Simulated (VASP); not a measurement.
# WC (Qusongite) (P-6m2) in VASP: a series of runs, part 2 of 2

VASP 6.6.1. Earlier steps stand in the parts before.

## Step 5: Single point, r2SCAN

This run uses another cell than the first one, of 10.93 Å³/atom, 1.082 times its volume.

POSCAR

```
WC
1.0
    2.9572787999      0.0000000000      0.0000000000
   -1.4786393999      2.5610787335      0.0000000000
    0.0000000000      0.0000000000      2.8861575929
W C
1 1
Direct
    0.0000000000      0.0000000000      0.0000000000
    0.6666666667      0.3333333333      0.5000000000
```

INCAR.step1

```
PREC     = Accurate       # precision mode
ENCUT    = 520            # plane-wave cutoff, eV
ISMEAR   = -1             # smearing method
SIGMA    = 0.15           # smearing width, eV
LREAL    = F              # projectors in reciprocal space
LASPH    = T              # aspherical terms in the spheres
NELM     = 60             # most SCF steps
NBANDS   = 16             # bands
GGA      = PE             # functional
ALGO     = Normal         # electronic algorithm
EDIFF    = 1E-4           # SCF threshold, eV
LWAVE    = T              # write WAVECAR
LCHARG   = F              # write CHGCAR
```

INCAR.step2

```
PREC     = Accurate       # precision mode
ENCUT    = 520            # plane-wave cutoff, eV
EDIFF    = 1E-6           # SCF threshold, eV
ISMEAR   = -1             # smearing method
SIGMA    = 0.15           # smearing width, eV
LREAL    = F              # projectors in reciprocal space
LASPH    = T              # aspherical terms in the spheres
NELM     = 60             # most SCF steps
ALGO     = Normal         # electronic algorithm
ISIF     = 2              # what is computed and relaxed
LWAVE    = F              # write WAVECAR
LCHARG   = F              # write CHGCAR
METAGGA  = R2SCAN         # meta-GGA
LMIXTAU  = T            
NBANDS   = 16             # bands
ISTART   = 1
```

KPOINTS

```
regular mesh
0
Gamma
  11 11 10
```

Potentials or basis: VASP PAW PBE potentials, release 64 (W_sv, C).

On the command line:

```console
cat potpaw_PBE.64/W_sv/POTCAR potpaw_PBE.64/C/POTCAR > POTCAR
cp INCAR.step1 INCAR
mpirun -np 1 vasp_std > vasp.out
cp INCAR.step2 INCAR
mpirun -np 1 vasp_std > vasp.out
```

OUTCAR:

```text
PREC = Accurate
   ENCUT = 520
   EDIFF = 1E-6
   ISMEAR = -1
   LREAL = F
   LASPH = T
   NELM = 60
   ISIF = 2
   METAGGA = R2SCAN
   ISTART = 1

 ion  position               nearest neighbor table
   1  0.000  0.000  0.000-   2 2.24   2 2.24   2 2.24   2 2.24   2 2.24   2 2.24
   2  0.667  0.333  0.500-   1 2.24   1 2.24   1 2.24   1 2.24   1 2.24   1 2.24

  LATTYP: Found a hexagonal cell.
 ALAT       =     2.9572787999
 C/A-ratio  =     0.9759504559

  Lattice vectors:

 A1 = (   2.9572787999,   0.0000000000,   0.0000000000)
 A2 = (  -1.4786393999,   2.5610787335,   0.0000000000)
 A3 = (   0.0000000000,   0.0000000000,   2.8861575929)

Analysis of symmetry for initial positions (statically):
=====================================================================
 Subroutine PRICEL returns:
 Original cell was already a primitive cell.

 Routine SETGRP: Setting up the symmetry group for a
 hexagonal supercell.

 Subroutine GETGRP returns: Found 12 space group operations
[... 156 lines left out ...]

 Free energy of the ion-electron system (eV)
  ---------------------------------------------------
  ext. energy  EPLUGINS =         0.00000000
  ---------------------------------------------------
  free energy    TOTEN  =       -61.57537283 eV

  energy without entropy =      -61.55496849  energy(sigma->0) =      -61.56517066

 E-fermi :  10.2927     XC(G=0): -14.6402

 val. band max:       10.1792073072   @ k =   0.4545   0.0000   0.5000
 cond. band min:      10.3130098290   @ k =   0.0000   0.0000   0.1000
 fundamental gap:      0.1338025218
 Fermi energy:        10.2926792688

 k-point     1 :       0.0000    0.0000    0.0000
  band No.  band energies     occupation
      1     -65.8217      2.00000
      2     -29.1321      2.00000
      3     -29.0389      2.00000
      4     -29.0389      2.00000
      5      -4.5990      2.00000
      6       6.0434      2.00000
[... 433 lines left out ...]
      3     -29.1490      2.00000
      4     -29.1256      2.00000
      5      -3.1052      2.00000
      6       5.0488      2.00000
[... 8 lines left out ...]
     15      24.3369      0.00000
     16      28.3492      0.00000

 [... further k-points ...]
[... 5 lines left out ...]
  --------------------------------------------------------------------------------------
  -------------------------------------------------------------------------------------
  Total       -1.9993044     -1.9993047     -2.6170111     -0.0000000      0.0000000      0.0000000
  in kB     -146.5393528   -146.5393719   -191.8142639     -0.0000000      0.0000000      0.0000000
  external PRESSURE =    -161.6309962 kB  Pullay stress =       0.0000000 kB

 VOLUME and BASIS-vectors are now :
 -----------------------------------------------------------------------------
  energy-cutoff  :      520.00
  volume of cell :       21.86
      direct lattice vectors                 reciprocal lattice vectors
     2.957278800  0.000000000  0.000000000     0.338148706  0.195230234  0.000000000
    -1.478639400  2.561078734  0.000000000     0.000000000  0.390460468  0.000000000
     0.000000000  0.000000000  2.886157593     0.000000000  0.000000000  0.346481427

 POSITION                                       TOTAL-FORCE (eV/Angst)
 -----------------------------------------------------------------------------------
      0.00000      0.00000      0.00000         0.000000      0.000000      0.000000
      1.47864      0.85369      1.44308        -0.000000     -0.000000      0.000000
 -----------------------------------------------------------------------------------
    total drift:                                0.000000      0.000001      0.000000

  FREE ENERGIE OF THE ION-ELECTRON SYSTEM (eV)
  ---------------------------------------------------
  free  energy   TOTEN  =       -61.5753728260 eV

  energy  without entropy=      -61.5549684908  energy(sigma->0) =      -61.56517066
```

OUTCAR.step1:

```text
PREC = Accurate
   ENCUT = 520
   ISMEAR = -1
   LREAL = F
   LASPH = T
   NELM = 60
[... 676 lines left out ...]
 -----------------------------------------------------------------------------------
      0.00000      0.00000      0.00000        -0.000000      0.000000      0.000000
      1.47864      0.85369      1.44308         0.000000      0.000000      0.000000
 -----------------------------------------------------------------------------------
    total drift:                               -0.000000      0.000001      0.000000

  FREE ENERGIE OF THE ION-ELECTRON SYSTEM (eV)
  ---------------------------------------------------
  free  energy   TOTEN  =       -22.4308852816 eV

  energy  without entropy=      -22.4073421770  energy(sigma->0) =      -22.41911373
```

Run time: 99 s. Hardware: 1 thread of Intel Xeon Platinum 8259CL at 2.50GHz (Skylake/Cascade Lake), shared host; peak memory 0.17 GiB.

Results:

* Free energy: -61.5754 eV
* Pressure: -16.2 GPa
* Band gap on the k mesh: zero (band 9 reaches 10.89 eV, above the bottom of band 10 at 9.72 eV)

Levels at points of the mesh, in eV from the Fermi level:
| k point | band 5 | band 6 | band 7 | band 8 | band 9 | band 10 | band 11 | band 12 | band 13 | band 14 |
| --- | --- | --- | --- | --- | --- | --- | --- | --- | --- | --- |
| (0.00, 0.00, 0.00) | -14.89 | -4.25 | -3.32 | -3.32 | 0.03 | 3.12 | 3.12 | 5.61 | 5.61 | 6.36 |
| (0.00, 0.00, 0.50) | -11.09 | -8.73 | -2.01 | -2.01 | -0.57 | -0.57 | 3.54 | 4.64 | 4.64 | 10.16 |

Caveat: the PAW data sets were made with another functional, which shifts forces and pressure a little; spin-orbit coupling is left out, which moves the levels of the heavy elements.

## Step 6: Single point, r2SCAN

This run uses another cell than the first one, of 11.21 Å³/atom, 1.110 times its volume.

POSCAR

```
WC
1.0
    2.9820270534      0.0000000000      0.0000000000
   -1.4910135267      2.5825113512      0.0000000000
    0.0000000000      0.0000000000      2.9103106622
W C
1 1
Direct
    0.0000000000      0.0000000000      0.0000000000
    0.6666666667      0.3333333333      0.5000000000
```

INCAR.step1

```
SYSTEM = WC
PREC = Accurate
ENCUT = 520
ISMEAR = -1
SIGMA = 0.15
LREAL = .FALSE.
LASPH = .TRUE.
NELM = 80
NBANDS = 16
GGA = PE
ALGO = Normal
EDIFF = 1E-4
LWAVE = .TRUE.
LCHARG = .FALSE.
```

INCAR.step2

```
SYSTEM = WC
PREC = Accurate
ENCUT = 520
EDIFF = 1E-6
ISMEAR = -1
SIGMA = 0.15
LREAL = .FALSE.
LASPH = .TRUE.
NELM = 80
ALGO = Normal
ISIF = 2
LWAVE = .FALSE.
LCHARG = .FALSE.
METAGGA = R2SCAN
LMIXTAU = .TRUE.
NBANDS = 16
ISTART = 1
```

KPOINTS

```
Automatic mesh
0
G
  11 11 10
  0 0 0
```

Potentials or basis: VASP PAW PBE potentials, release 64 (W_sv, C).

On the command line:

```console
cat potpaw_PBE.64/W_sv/POTCAR potpaw_PBE.64/C/POTCAR > POTCAR
cp INCAR.step1 INCAR
mpirun -np 1 vasp_std > vasp.out
cp INCAR.step2 INCAR
mpirun -np 1 vasp_std > vasp.out
```

Run time: 95 s. Hardware: 1 thread of Intel Xeon Platinum 8259CL at 2.50GHz (Skylake/Cascade Lake), shared host; peak memory 0.17 GiB.

It converged, with:

```yaml
Free_energy: -61.5060 eV
Pressure: -24.1 GPa
Band_gap_on_the_k_mesh: zero (band 9 reaches 10.55 eV, above the bottom of band 10 at 9.41 eV)
```

Stress tensor (GPa, compression positive):
```
-22.15   0.00   0.00
  0.00 -22.15   0.00
  0.00   0.00 -27.91
```

Levels at points of the mesh, in eV from the Fermi level:
```
           k point  band 5  band 6  band 7  band 8  band 9  band 10  band 11  band 12  band 13  band 14
(0.00, 0.00, 0.00)  -14.70   -4.11   -3.22   -3.22    0.03     3.00     3.00     5.47     5.47     6.17
(0.00, 0.00, 0.50)  -11.04   -8.57   -1.95   -1.95   -0.55    -0.55     3.43     4.57     4.57     9.99
```

Caveat: the PAW data sets were made with another functional, which shifts forces and pressure a little; spin-orbit coupling is left out, which moves the levels of the heavy elements.

## Step 7: The runs side by side

| cell | gap on the mesh (eV) | pressure (GPa) |
| --- | --- | --- |
| a = 2.880, b = 2.880, c = 2.811 Å, angles 90.0, 90.0, 120.0°, 2 atoms | none | 15.4 |
| a = 2.906, b = 2.907, c = 2.837 Å, angles 90.0, 90.0, 120.0°, 2 atoms | none | 3.4 |
| a = 2.932, b = 2.932, c = 2.862 Å, angles 90.0, 90.0, 120.0°, 2 atoms | none | -7.1 |
| a = 2.957, b = 2.957, c = 2.886 Å, angles 90.0, 90.0, 120.0°, 2 atoms | none | -16.2 |
| a = 2.982, b = 2.982, c = 2.910 Å, angles 90.0, 90.0, 120.0°, 2 atoms | none | -24.1 |

Alike in all rows: task single point; level r2SCAN; potentials or basis VASP PAW PBE potentials, release 64 (W_sv, C); no spin polarisation; k mesh 11 × 11 × 10; cutoff (eV) 520; smearing fermi-dirac 0.15 eV.

Caveats: the PAW data sets were made with another functional, which shifts forces and pressure a little; spin-orbit coupling is left out, which moves the levels of the heavy elements.

Absolute energies hang on the potentials; compare differences alone.
